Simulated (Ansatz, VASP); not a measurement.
**PbSe in VASP and in Ansatz**

```xyz
2
Lattice="-0.0860 3.0887 3.0887 3.0887 -0.0860 3.0887 3.0027 3.0027 0.0000" Properties=species:S:1:pos:R:3 pbc="T T T"
Pb    0.0000    0.0000    0.0000
Se    3.0027    3.0027    3.0887
```

Change from the starting cell: shear_xy strain -5.6%.

Alike in both runs: task single point; functional r2SCAN; k mesh 8 × 8 × 8; occupations fermi-dirac, width 0.02 eV; no spin polarisation.

```csv
,VASP,Ansatz
version,VASP 6.6.1,Ansatz 0.2.0
potentials or method,"VASP PAW PBE potentials, release 64 (Pb_d, Se)","plane waves, PAW"
plane-wave cutoff (eV),520,500
valence electrons in the cell,20,30
```

|  | VASP | Ansatz | Ansatz less VASP |
| --- | --- | --- | --- |
| pressure (GPa) | 0.0 | 0.0 | 0.00 |
| traceless stress, the component that is largest in VASP (GPa) | 1.02 | 1.02 | 0.000 |

VASP's potentials were made for PBE, not for r2SCAN. The functional is the same, so the differences come from potentials, cutoffs and numerics. VASP's potentials hold 20 valence electrons a cell and Ansatz's 30, so a difference there can come from the potentials and not from the codes.

Neither program's run includes spin-orbit coupling.
